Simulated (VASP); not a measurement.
# BN: single point with r2SCAN

The system is BN.

```
B N
1.0
     0.00000    1.84021    1.84021
     1.84021    0.00000    1.84021
     1.84021    1.84021    0.00000
B N
1 1
Cartesian
  0.0000 0.0000 0.0000
  2.7603 2.7603 2.7603
```

* Program: VASP 6.6.1
* Task: single point
* Functional: r2SCAN
* Potentials or basis: VASP PAW PBE potentials, release 64 (B, N)
* Cutoff: 660 eV
* k mesh: 12 × 12 × 12
* Occupations: tetrahedron
* Spin: no spin polarisation

```
Pressure               : -19.5 GPa
Band gap on the k mesh : 4.91 eV, indirect (least direct gap 9.26 eV)
```

Levels at points of the mesh, in eV from the valence-band top:
```tsv
k point	band 1	band 2	band 3	band 4	band 5	band 6	band 7	band 8	band 9
(0.00, 0.00, 0.00)	-20.68	0.00	0.00	0.00	9.26	9.26	9.26	10.15	25.09
(0.50, 0.00, 0.00)	-16.64	-10.59	-1.91	-1.91	10.07	11.16	11.16	15.81	24.07
(0.50, 0.50, 0.00)	-15.30	-8.97	-4.83	-4.83	4.91	9.49	18.41	18.41	21.25
```

Wall time 17 s on 1 thread of Intel(R) Xeon(R) 6975P-C (Granite Rapids) (shared host), peak memory 0.14 GiB.

Caveat: the PAW data sets were made with another functional, which shifts forces and pressure a little. r2SCAN opens gaps a little over a GGA but as a rule still falls short of measured ones.
